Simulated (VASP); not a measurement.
# LiF (Fm-3m) in VASP: notebook, part 4 of 5

VASP 6.6.1. Earlier steps stand in the parts before.

### Step 6. Vibrations by perturbation theory, LDA

This run uses another cell than the first one, of 7.47 Å³/atom.

INCAR reads:

```
SYSTEM = LiF
  PREC = Accurate
  ENCUT = 520
  EDIFF = 1E-8
  ISMEAR = 0
  SIGMA = 0.01
  LREAL = .False.
  LASPH = .True.
  NELM = 80
  ALGO = Normal
  ISIF = 2
  LWAVE = .False.
  LCHARG = .True.
  NBANDS = 12
  IBRION = 8
  NSW = 1
  LEPSILON = .True.
```

KPOINTS reads:

```
regular mesh
0
Gamma
  10 10 10
  0 0 0
```

POSCAR reads:

```
LiF
1.0
    0.0000000000      1.9544626758      1.9544626758
    1.9544626758      0.0000000000      1.9544626758
    1.9544626758      1.9544626758      0.0000000000
Li F
1 1
Direct
    0.0000000000      0.0000000000      0.0000000000
    0.5000000000      0.5000000000      0.5000000000
```

Potentials or basis: VASP PAW LDA potentials, release 64 (Li_sv, F).

Started as:

```sh
$ cat potpaw_LDA.64/Li_sv/POTCAR potpaw_LDA.64/F/POTCAR > POTCAR
$ mpirun -np 1 vasp_std > vasp.out
```

OUTCAR:

```text
SYSTEM = LiF
   PREC = Accurate
   ENCUT = 520
   EDIFF = 1E-8
   ISMEAR = 0
   LREAL = .False.
   LASPH = .True.
   NELM = 80
   ISIF = 2
   IBRION = 8
   NSW = 1
   LEPSILON = .True.

 ion  position               nearest neighbor table
   1  0.000  0.000  0.000-   2 1.95   2 1.95   2 1.95   2 1.95   2 1.95   2 1.95
   2  0.500  0.500  0.500-   1 1.95   1 1.95   1 1.95   1 1.95   1 1.95   1 1.95

  LATTYP: Found a face centered cubic cell.
 ALAT       =     3.9089253516

  Lattice vectors:

 A1 = (   0.0000000000,   1.9544626758,   1.9544626758)
 A2 = (   1.9544626758,   0.0000000000,   1.9544626758)
 A3 = (   1.9544626758,   1.9544626758,   0.0000000000)

Analysis of symmetry for initial positions (statically):
=====================================================================
 Subroutine PRICEL returns:
 Original cell was already a primitive cell.

 Routine SETGRP: Setting up the symmetry group for a
 face centered cubic supercell.

 Subroutine GETGRP returns: Found 48 space group operations
 (whereof 48 operations were pure point group operations)
 out of a pool of 48 trial point group operations.

The static configuration has the point symmetry O_h .

Analysis of symmetry for dynamics (positions and initial velocities):
=====================================================================
 Subroutine PRICEL returns:
 Original cell was already a primitive cell.

 Routine SETGRP: Setting up the symmetry group for a
 face centered cubic supercell.

 Subroutine GETGRP returns: Found 48 space group operations
 (whereof 48 operations were pure point group operations)
 out of a pool of 48 trial point group operations.

The dynamic configuration has the point symmetry O_h .

 Subroutine INISYM returns: Found 48 space group operations
 (whereof 48 operations are pure point group operations),
 and found     1 'primitive' translations

----------------------------------------------------------------------------------------

                                     Primitive cell

  volume of cell :      14.9318

  direct lattice vectors                    reciprocal lattice vectors
     0.000000000  1.954462676  1.954462676    -0.255824788  0.255824788  0.255824788
     1.954462676  0.000000000  1.954462676     0.255824788 -0.255824788  0.255824788
     1.954462676  1.954462676  0.000000000     0.255824788  0.255824788 -0.255824788

  length of vectors
     2.764027623  2.764027623  2.764027623     0.443101531  0.443101531  0.443101531

  position of ions in fractional coordinates (direct lattice)
     0.000000000  0.000000000  0.000000000
[... 552 lines left out ...]
    -0.00020  0.00000 -0.00000
     0.00000 -0.00020 -0.00000
    -0.00000  0.00000 -0.00005

--------------------------------------- Ionic step        4  -------------------------------------------

------------------------ aborting loop because EDIFF is reached ----------------------------------------

[... ionic steps 5 to 6 ...]

--------------------------------------- Ionic step        7  -------------------------------------------

 Free energy of the ion-electron system (eV)
  ---------------------------------------------------
  ---------------------------------------------------
  free energy    TOTEN  =        -0.50949489 eV

  energy without entropy =       -0.50949489

------------------------ aborting loop because EDIFF is reached ----------------------------------------

 INTERNAL STRAIN TENSOR  FOR ION    2  DIRECTION 1   (eV/Angst):
 -----------------------------------------------------------------------------
     0.00669 -0.00000  0.00000
     0.00000  0.00543  0.00000
    -0.00000  0.00000  0.00543

 MACROSCOPIC STATIC DIELECTRIC TENSOR (including local field effects in DFT)
 ------------------------------------------------------
           2.111837    -0.000000     0.000000
          -0.000000     2.111837     0.000000
          -0.000000    -0.000000     2.111837
 ------------------------------------------------------

 PIEZOELECTRIC TENSOR (including local field effects)  for field in x, y, z        (e  Angst)
          XX          YY          ZZ          XY          YZ          ZX
  --------------------------------------------------------------------------------
  x     0.00000     0.00000     0.00000     0.00000     0.00000     0.00000
  y     0.00000     0.00000     0.00000     0.00000     0.00000     0.00000
  z     0.00000     0.00000     0.00000     0.00000     0.00000     0.00000

 PIEZOELECTRIC TENSOR (including local field effects)  for field in x, y, z        (C/m^2)
          XX          YY          ZZ          XY          YZ          ZX
  --------------------------------------------------------------------------------
  x     0.00000     0.00000     0.00000     0.00000     0.00000     0.00000
  y     0.00000     0.00000     0.00000     0.00000     0.00000     0.00000
  z     0.00000     0.00000     0.00000     0.00000     0.00000     0.00000

 BORN EFFECTIVE CHARGES (including local field effects) (in |e|, cummulative output)
 ---------------------------------------------------------------------------------
 ion    1
    1     1.03815    -0.00000     0.00000
    2     0.00000     1.03815    -0.00000
    3    -0.00000    -0.00000     1.03815
 ion    2
    1    -1.03815     0.00000    -0.00000
    2    -0.00000    -1.03815     0.00000
    3     0.00000     0.00000    -1.03815

 INTERNAL STRAIN TENSOR FOR ION    2 for displacements in x,y,z  (eV/Angst):
          X           Y           Z          XY          YZ          ZX
  --------------------------------------------------------------------------------
  x     0.00000     0.00000     0.00000     0.00000     0.00000     0.00000
  y     0.00000     0.00000     0.00000     0.00000     0.00000     0.00000
  z     0.00000     0.00000     0.00000     0.00000     0.00000     0.00000

 SECOND DERIVATIVES (NOT SYMMETRIZED)
 ------------------------------------
               1X          1Y          1Z          2X          2Y          2Z
  1X    -2.225578    0.000000    0.000000    2.225578    0.000000    0.000000
  1Y     0.000000   -2.225578    0.000000    0.000000    2.225578    0.000000
  1Z     0.000000    0.000000   -2.225578    0.000000    0.000000    2.225578
  2X     2.238060    0.000000    0.000000   -2.238060    0.000000    0.000000
  2Y     0.000000    2.238060    0.000000    0.000000   -2.238060    0.000000
  2Z     0.000000    0.000000    2.238060    0.000000    0.000000   -2.238060

 Eigenvectors and eigenvalues of the dynamical matrix
 ----------------------------------------------------

   1 f  =   10.314330 THz    64.806844 2PiTHz  344.049003 cm-1    42.656621 meV
             X         Y         Z           dx          dy          dz
      0.000000  0.000000  0.000000    -0.000000    0.854028    0.000000
      1.954463  1.954463  1.954463     0.000000   -0.520227    0.000000
[... 21 lines left out ...]
   6 f/i=    0.012814 THz     0.080515 2PiTHz    0.427440 cm-1     0.052996 meV
             X         Y         Z           dx          dy          dz
      0.000000  0.000000  0.000000     0.127453    0.470941    0.180572
      1.954463  1.954463  1.954463     0.209233    0.773118    0.296435

--------------------------------------------------------------------------------------------------------

 MACROSCOPIC STATIC DIELECTRIC TENSOR IONIC CONTRIBUTION
 ------------------------------------------------------
           5.852073    -0.000000    -0.000000
          -0.000000     5.852073    -0.000000
          -0.000000    -0.000000     5.852073
 ------------------------------------------------------

 ELASTIC MODULI CONTR FROM IONIC RELAXATION (kBar)
 Direction    XX          YY          ZZ          XY          YZ          ZX
 --------------------------------------------------------------------------------
 XX           0.0000      0.0000      0.0000      0.0000      0.0000      0.0000
 YY           0.0000      0.0000      0.0000      0.0000      0.0000      0.0000
 ZZ           0.0000      0.0000      0.0000      0.0000      0.0000      0.0000
 XY           0.0000      0.0000      0.0000      0.0000      0.0000      0.0000
 YZ           0.0000      0.0000      0.0000      0.0000      0.0000      0.0000
 ZX           0.0000      0.0000      0.0000      0.0000      0.0000      0.0000
 --------------------------------------------------------------------------------

 PIEZOELECTRIC TENSOR IONIC CONTR  for field in x, y, z        (C/m^2)
          XX          YY          ZZ          XY          YZ          ZX
  --------------------------------------------------------------------------------
  x     0.00000     0.00000     0.00000     0.00000     0.00000     0.00000
  y     0.00000     0.00000     0.00000     0.00000     0.00000     0.00000
  z     0.00000     0.00000     0.00000     0.00000     0.00000     0.00000
```

OSZICAR:

```text
N       E                     dE             d eps       ncg     rms          rms(c)
DAV:   1     0.312421950748E+02    0.31242E+02   -0.54191E+03  1160   0.852E+02
[... 221 lines left out ...]
RMM:   7    -0.509497221722E+00    0.10400E-04   -0.38984E-07  5134   0.373E-03    0.109E-04
RMM:   8    -0.509496406255E+00    0.81547E-06   -0.58194E-08  5315   0.134E-03    0.422E-05
RMM:   9    -0.509495261858E+00    0.11444E-05   -0.78168E-09  5281   0.509E-04    0.976E-06
RMM:  10    -0.509494911808E+00    0.35005E-06    0.13117E-08  5413   0.193E-04    0.163E-06
RMM:  11    -0.509494927080E+00   -0.15272E-07    0.11971E-08  5436   0.750E-05    0.140E-06
RMM:  12    -0.509494892679E+00    0.34401E-07   -0.13017E-07  5341   0.309E-05    0.146E-07
RMM:  13    -0.509494894871E+00   -0.21917E-08   -0.16895E-08  4790   0.128E-05    0.271E-07
 Linear response finished
```

stdout:

```text
POSCAR found type information on POSCAR LiF
 POSCAR found :  2 types and       2 ions
 scaLAPACK will be used
 LDA part: xc-table for (Slater(with rela. corr.)+CA(PZ))
 , standard interpolation
 POSCAR, INCAR and KPOINTS ok, starting setup
 FFT: planning ... GRIDC
 FFT: planning ... GRID_SOFT
 FFT: planning ... GRID
[... 24 lines left out ...]
 Linear response to external field, progress :
  Direction:   3
 dielectric tensor                  component  3 :    -0.006     0.090     2.112
 Linear response DOF=           2
 Linear response progress:
 first order change of Fermi-energy   0.23162E-04
 force on displaced ion       1 direction 1 :  -2.226   0.000   0.000
 Born effective charge ion    1 direction 1 :   1.038   0.000   0.000
 Linear response progress:
 first order change of Fermi-energy  -0.14079E-03
 force on displaced ion       2 direction 1 :  -2.238   0.000   0.000
 Born effective charge ion    2 direction 1 :  -1.039   0.000   0.000
 Born effective charges drift removed
 Linear response finished
```

It took 88 s on 1 thread of Intel Xeon 6975P-C (Granite Rapids), shared host; peak memory 0.16 GiB.

Results:

```
Electronic dielectric tensor (diagonal)                 : 2.11
Born charges (mean of the diagonal)                     : Li +1.04; F -1.04 e
Highest phonon frequency at Γ, LO-TO splitting left out : 344 cm⁻¹
```

Phonon frequencies in cm⁻¹ (negative: imaginary):
```csv
q point,frequencies
"(0.000, 0.000, 0.000)",0 0 0 344 344 344
```

Electronic dielectric tensor:
```
2.11 0.00 0.00
0.00 2.11 0.00
0.00 0.00 2.11
```

Born effective charge tensors (e):
atom 1, Li
```
1.04 0.00 0.00
0.00 1.04 0.00
0.00 0.00 1.04
```
atom 2, F
```
-1.04  0.00  0.00
 0.00 -1.04  0.00
 0.00  0.00 -1.04
```

Caveat: the cutoff is under 1.25 times the usual one of these potentials, so pressure, stress and relaxed cells hold a basis-set (Pulay) error.

(Part 4 of 5 ends here.)
